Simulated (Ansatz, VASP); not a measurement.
# One calculation of Na, two programs

```
CELL_PARAMETERS angstrom
-2.10403 2.10403 2.10403
2.10403 -2.10403 2.10403
2.10403 2.10403 -2.10403
ATOMIC_POSITIONS crystal
Na 0.00000 0.00000 0.00000
```

Alike in both runs: task single point; functional PBEsol; k mesh 12 × 12 × 12; occupations fermi-dirac, width 0.05 eV; no spin polarisation.

|  | VASP | Ansatz |
| --- | --- | --- |
| version | VASP 6.6.1 | Ansatz 0.2.0 |
| potentials or method | VASP PAW PBE potentials, release 64 (Na_pv), cutoff 500 eV | all-electron LAPW, scalar-relativistic |

```csv
,VASP,Ansatz,Ansatz less VASP
pressure (GPa),-0.2,-0.2,+0.04
```

VASP's potentials were made for PBE, not for PBEsol. Ansatz ran all-electron here, and VASP with PAW potentials.
